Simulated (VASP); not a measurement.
# AlC2 (I4/mcm) in VASP: relaxation of cell and atoms with PBE

Aim: the relaxation of cell and atoms of AlC2 with PBE.

Everything below comes from runs of VASP 6.6.1. Logs are shortened: lines on timing, memory, paths and dates and some standing lists are left out, and cuts for length are marked.

## 1. The cell of the first run

The structure is tetragonal, space group I4/mcm (No. 140). Conventional cell: a = 4.656 Å, b = 4.656 Å, c = 5.469 Å, α = 90.00°, β = 90.00°, γ = 90.00°. Within 3.3 Å of Al (site symmetry 422) lie 16 C at 2.36 to 3.14 Å and 6 Al at 2.73 to 3.29 Å. Within 1.7 Å of C (site symmetry m2m) lie 1 C at 1.30 Å.

## 2. Relaxation of cell and atoms, PBE

The input, INCAR:

```
  ALGO = Normal
  EDIFF = 1E-6
  EDIFFG = -0.01
  ENCUT = 600
  GGA = PE
  IBRION = 2
  ISIF = 3
  ISMEAR = 0
  LASPH = T
  LCHARG = F
  LREAL = F
  LWAVE = F
  NELM = 60
  NSW = 100
  PREC = Accurate
  SIGMA = 0.1
```

The input, KPOINTS:

```
k-points
0
Gamma
  12 12 12
```

The input, POSCAR:

```
AlC2
1.0
   -2.3279249384      2.3279249384      2.7345100142
    2.3279249384     -2.3279249384      2.7345100142
    2.3279249384      2.3279249384     -2.7345100142
Al C
2 4
Direct
    0.2500000000      0.2500000000      0.0000000000
    0.7500000000      0.7500000000      0.0000000000
    0.5990918675      0.0990918675      0.6981837351
    0.0990918675      0.4009081325      0.5000000000
    0.4009081325      0.9009081325      0.3018162649
    0.9009081325      0.5990918675      0.5000000000
```

Potentials or basis: VASP PAW PBE potentials, release 64 (Al, C).

Run with:

```sh
> cat potpaw_PBE.64/Al/POTCAR potpaw_PBE.64/C/POTCAR > POTCAR
> mpirun -np 1 vasp_std > vasp.out
```

OUTCAR:

```text
EDIFF = 1E-6
   EDIFFG = -0.01
   ENCUT = 600
   GGA = PE
   IBRION = 2
   ISIF = 3
   ISMEAR = 0
   LASPH = T
   LREAL = F
   NELM = 60
   NSW = 100
   PREC = Accurate

 ion  position               nearest neighbor table
   1  0.250  0.250  0.000-   3 2.36   5 2.36   4 2.36   6 2.36   4 2.36   6 2.36   5 2.36   3 2.36
                             2 2.73   2 2.73   2 3.29   2 3.29   2 3.29   2 3.29
   2  0.750  0.750  0.000-   3 2.36   5 2.36   4 2.36   6 2.36   6 2.36   4 2.36   3 2.36   5 2.36
                             1 2.73   1 2.73   1 3.29   1 3.29   1 3.29   1 3.29
   3  0.599  0.099  0.698-   5 1.30   2 2.36   1 2.36   2 2.36   1 2.36
   4  0.099  0.401  0.500-   6 1.30   1 2.36   2 2.36   1 2.36   2 2.36
   5  0.401  0.901  0.302-   3 1.30   2 2.36   1 2.36   1 2.36   2 2.36
   6  0.901  0.599  0.500-   4 1.30   2 2.36   1 2.36   2 2.36   1 2.36

  LATTYP: Found a body centered tetragonal cell.
 ALAT       =     4.6558498768
 C/A-ratio  =     1.1746555781

  Lattice vectors:

 A1 = (  -2.3279249384,   2.3279249384,   2.7345100142)
 A2 = (   2.3279249384,  -2.3279249384,   2.7345100142)
 A3 = (   2.3279249384,   2.3279249384,  -2.7345100142)

Analysis of symmetry for initial positions (statically):
=====================================================================
 Subroutine PRICEL returns:
 Original cell was already a primitive cell.

 Routine SETGRP: Setting up the symmetry group for a
 body centered tetragonal supercell.

 Subroutine GETGRP returns: Found 16 space group operations
 (whereof  8 operations were pure point group operations)
 out of a pool of 16 trial point group operations.

The static configuration has the point symmetry C_4h.
 The point group associated with its full space group is D_4h.

Analysis of symmetry for dynamics (positions and initial velocities):
=====================================================================
 Subroutine PRICEL returns:
 Original cell was already a primitive cell.

 Routine SETGRP: Setting up the symmetry group for a
 body centered tetragonal supercell.

 Subroutine GETGRP returns: Found 16 space group operations
 (whereof  8 operations were pure point group operations)
 out of a pool of 16 trial point group operations.

The dynamic configuration has the point symmetry C_4h.
 The point group associated with its full space group is D_4h.

 Subroutine INISYM returns: Found 16 space group operations
 (whereof  8 operations are pure point group operations),
 and found     1 'primitive' translations

----------------------------------------------------------------------------------------

                                     Primitive cell

  volume of cell :      59.2758

  direct lattice vectors                    reciprocal lattice vectors
    -2.327924938  2.327924938  2.734510014     0.000000000  0.214783558  0.182848114
     2.327924938 -2.327924938  2.734510014     0.214783558  0.000000000  0.182848114
     2.327924938  2.327924938 -2.734510014     0.214783558  0.214783558  0.000000000

  length of vectors
     4.279721259  4.279721259  4.279721259     0.282073412  0.282073412  0.303749820

  position of ions in fractional coordinates (direct lattice)
     0.250000000  0.250000000  0.000000000
     0.750000000  0.750000000  0.000000000
     0.599091868  0.099091868  0.698183735
     0.099091868  0.400908132  0.500000000
     0.400908132  0.900908132  0.301816265
     0.900908132  0.599091868  0.500000000

  ion indices of the primitive-cell ions
   primitive index   ion index
                 1           1
                 2           2
                 3           3
                 4           4
                 5           5
                 6           6

----------------------------------------------------------------------------------------

 KPOINTS: k-points

Automatic generation of k-mesh.
 Grid dimensions read from file:
 generate k-points for:   12   12   12

 Generating k-lattice:

  Cartesian coordinates                     Fractional coordinates (reciprocal lattice)
     0.000000000  0.017898630  0.015237343     0.083333333  0.000000000 -0.000000000
     0.017898630  0.000000000  0.015237343     0.000000000  0.083333333 -0.000000000
     0.017898630  0.017898630  0.000000000     0.000000000  0.000000000  0.083333333

  Length of vectors
     0.023506118  0.023506118  0.025312485

  Shift w.r.t. Gamma in fractional coordinates (k-lattice)
     0.000000000  0.000000000  0.000000000

 Subroutine IBZKPT returns following result:
 ===========================================

 Found    163 irreducible k-points:

 Following reciprocal coordinates:
            Coordinates               Weight
  0.000000  0.000000  0.000000      1.000000
  0.083333  0.000000 -0.000000      8.000000
  0.166667  0.000000  0.000000      8.000000
  0.250000 -0.000000  0.000000      8.000000
  0.333333 -0.000000  0.000000      8.000000
  0.416667  0.000000 -0.000000      8.000000
[... 16 lines left out ...]
  0.500000  0.166667  0.000000     16.000000
 -0.416667  0.166667  0.000000     16.000000
 [... further k-points ...]
   k-points           NKPTS =    163   k-points in BZ     NKDIM =    163   number of bands    NBANDS=     15
   number of dos      NEDOS =    301   number of ions     NIONS =      6
   total plane-waves  NPLWV =  46656
   dimension x,y,z NGX =    36 NGY =   36 NGZ =   36
   dimension x,y,z NGXF=    72 NGYF=   72 NGZF=   72
   ions per type =               2   4
   NGX,Y,Z   is equivalent  to a cutoff of  13.98, 13.98, 13.98 a.u.
   NGXF,Y,Z  is equivalent  to a cutoff of  27.97, 27.97, 27.97 a.u.
 SYSTEM =  unknown system
   PREC   = accura    normal or accurate (medium, high low for compatibility)
   ISTART =      0    job   : 0-new  1-cont  2-samecut
   ICHARG =      2    charge: 1-file 2-atom 10-const
   ISPIN  =      1    spin polarized calculation?
   LNONCOLLINEAR =      F non collinear calculations
   LSORBIT =      F    spin-orbit coupling
   LASPH  =      T    aspherical Exc in radial PAW
   ENCUT  =  600.0 eV  44.10 Ry    6.64 a.u.   8.55  8.55  8.55*2*pi/ulx,y,z
   NELM   =     60;   NELMIN=  2; NELMDL= -5     # of ELM steps
   EDIFF  = 0.1E-05   stopping-criterion for ELM
   LREAL  =      F    real-space projection
   EDIFFG = -.1E-01   stopping-criterion for IOM
   NSW    =    100    number of steps for IOM
   IBRION =      2    ionic relax: 0-MD 1-quasi-New 2-CG
   NFREE  =      1    steps in history (QN), initial steepest desc. (CG)
   ISIF   =      3    stress and relaxation
   ISYM   =      2    0-nonsym 1-usesym 2-fastsym
   POTIM  = 0.5000    time-step for ionic-motion
   TEBEG  =    0.0;   TEEND  =   0.0 temperature during run
   PSTRESS=    0.0 pullay stress
   NELECT =      22.0000    total number of electrons
   NUPDOWN=      -1.0000    fix difference up-down
   EMIN   =  10.00;   EMAX   =-10.00  energy-range for DOS
   EFERMI =   0.00;   METHOD = LEGACY
   ISMEAR =     0;   SIGMA  =   0.10  broadening in eV -4-tet -1-fermi 0-gaus
   EFERMI_NEDOS =   21; number of points for ismear=-14 and -15
   IALGO  =     38    algorithm
   IMIX   =      4    mixing-type and parameters
     AMIX     =   0.40;   BMIX     =  1.00
     AMIX_MAG =   1.60;   BMIX_MAG =  1.00
  volume/ion in A,a.u.               =       9.88        66.67
  Fermi-wavevector in a.u.,A,eV,Ry     =   1.176495  2.223252 18.832359  1.384139
  Thomas-Fermi vector in A             =   2.312857
   LORBIT       =      0    0 simple, 1 ext, 2 COOP (PROOUT), +10 PAW based schemes
   GGA     = PE    functional components
   LHFCALC =     F    Hartree Fock is set to
   AEXX    =    0.0000 exact exchange contribution
   IVDW    =     0    specifies the selected vdW correction
   LEPSILON=     F    determine dielectric tensor
   LRPA    =     F    only Hartree local field effects (RPA)
 conjugate gradient relaxation of ions
 non-spin polarized calculation
 Gauss-broadening in eV      SIGMA  =   0.10
  energy-cutoff  :      600.00
  volume of cell :       59.28
 maximum number of plane-waves:      2019
 NGX is ok and might be reduce to    36
   NGX = 17   NGY = 17   NGZ = 17

--------------------------------------- Ionic step        1  -------------------------------------------

 number of electron      22.0000001 magnetization

 Free energy of the ion-electron system (eV)
  ---------------------------------------------------
  ext. energy  EPLUGINS =         0.00000000
  ---------------------------------------------------
  free energy    TOTEN  =       -36.95392435 eV

  energy without entropy =      -36.94047873  energy(sigma->0) =      -36.94720154

------------------------ aborting loop because EDIFF is reached ----------------------------------------

  FORCE on cell =-STRESS in cart. coord.  units (eV):
  Direction    XX          YY          ZZ          XY          YZ          ZX
  --------------------------------------------------------------------------------------
  -------------------------------------------------------------------------------------
  Total        0.1464943      0.1464943     -0.0863328      0.0000000      0.0000000      0.0000000
  in kB        3.9596239      3.9596239     -2.3335054      0.0000000      0.0000000      0.0000000
  external PRESSURE =       1.8619141 kB  Pullay stress =       0.0000000 kB
[... 105 lines left out ...]
  energy  without entropy=      -36.9408806613  energy(sigma->0) =      -36.94778148

--------------------------------------- Ionic step        4  -------------------------------------------

 number of electron      22.0000001 magnetization

 Free energy of the ion-electron system (eV)
  ---------------------------------------------------
  ext. energy  EPLUGINS =         0.00000000
  ---------------------------------------------------
  free energy    TOTEN  =       -36.95488780 eV

  energy without entropy =      -36.94098043  energy(sigma->0) =      -36.94793412

 E-fermi :   6.9000     XC(G=0): -11.2849

 val. band max:        6.8998402627   @ k =  -0.2500   0.4167   0.1667
 cond. band min:       6.9002947644   @ k =   0.2500   0.0833   0.0833
 fundamental gap:      0.0004545017
 Fermi energy:         6.8999870017

 k-point     1 :       0.0000    0.0000    0.0000
  band No.  band energies     occupation
      1      -8.7988      2.00000
      2      -5.4979      2.00000
      3       0.7320      2.00000
      4       1.0857      2.00000
      5       1.0857      2.00000
      6       2.5718      2.00000
      7       3.4470      2.00000
      8       3.4470      2.00000
      9       4.1607      2.00000
     10       4.7075      2.00000
     11       6.0797      2.00000
     12       6.0861      2.00000
     13       6.0861      2.00000
     14       9.0722      0.00000
     15      12.1339      0.00000
[... 397 lines left out ...]
 k-point    24 :      -0.4167    0.1667    0.0000
  band No.  band energies     occupation
      1      -7.8334      2.00000
      2      -6.3082      2.00000
      3      -1.5470      2.00000
      4      -0.4134      2.00000
      5       1.5467      2.00000
      6       1.7820      2.00000
      7       2.5617      2.00000
      8       4.8199      2.00000
      9       5.8648      2.00000
     10       6.2572      2.00000
     11       6.6574      1.99940
     12       7.5566      0.00000
     13       8.3350      0.00000
     14       8.9610      0.00000
     15      13.0216      0.00000

 [... further k-points ...]

------------------------ aborting loop because EDIFF is reached ----------------------------------------

  FORCE on cell =-STRESS in cart. coord.  units (eV):
  Direction    XX          YY          ZZ          XY          YZ          ZX
  --------------------------------------------------------------------------------------
  -------------------------------------------------------------------------------------
  Total       -0.0360504     -0.0360504     -0.0021343      0.0000000      0.0000000      0.0000000
  in kB       -0.9765223     -0.9765223     -0.0578136      0.0000000      0.0000000      0.0000000
  external PRESSURE =      -0.6702860 kB  Pullay stress =       0.0000000 kB
[... 21 lines left out ...]
  FREE ENERGIE OF THE ION-ELECTRON SYSTEM (eV)
  ---------------------------------------------------
  free  energy   TOTEN  =       -36.9548878006 eV

  energy  without entropy=      -36.9409804336  energy(sigma->0) =      -36.94793412

 reached required accuracy - stopping structural energy minimisation
```

Run time: 8.8 min. Hardware: 1 thread of Intel Xeon 8259CL, shared host; peak memory 0.32 GiB.

Results:

| Item | Value |
| --- | --- |
| Free energy | -36.9549 eV |
| Relaxed volume | 9.86 Å³/atom |
| Relaxed cell | a = 4.277 Å, b = 4.277 Å, c = 4.277 Å, α = 114.09°, β = 114.09°, γ = 100.58° |
| Space group after relaxing (to 0.1 Å) | I4/mcm (No. 140) |
| Energy gained by relaxing | 0.2 meV/atom |
| Ionic steps | 4 |
| Pressure after relaxing | -0.1 GPa |
| Band gap on the k mesh | zero (bands 11 and 12 overlap by 1.81 eV) |

Forces on the atoms (eV/Å):
```
Al   0.000  0.000  0.000
Al   0.000  0.000  0.000
C    0.002  0.002  0.000
C   -0.002  0.002  0.000
C   -0.002 -0.002  0.000
C    0.002 -0.002  0.000
```

Stress tensor (GPa, compression positive):
```
-0.10  0.00  0.00
 0.00 -0.10  0.00
 0.00  0.00 -0.01
```

The path:
```
step  energy change (eV)  largest force (eV/Å)  pressure (GPa)  volume (Å³)
   1              0.0000                0.1928            0.19        59.28
   2              0.0103                0.6579           -2.32        59.37
   3             -0.0008                0.0065           -0.34        59.30
   4             -0.0010                0.0026           -0.07        59.15
```

Final structure:
```xyz
6
Lattice="-2.3264 2.3264 2.7322 2.3264 -2.3264 2.7322 2.3264 2.3264 -2.7322" Properties=species:S:1:pos:R:3 pbc="T T T"
Al    0.0000    0.0000    1.3661
Al    0.0000    0.0000    4.0983
C     0.4629    2.7893    0.0000
C     1.8635    0.4629    0.0000
C     1.8635   -0.4629    2.7322
C     0.4629    1.8635    2.7322
```
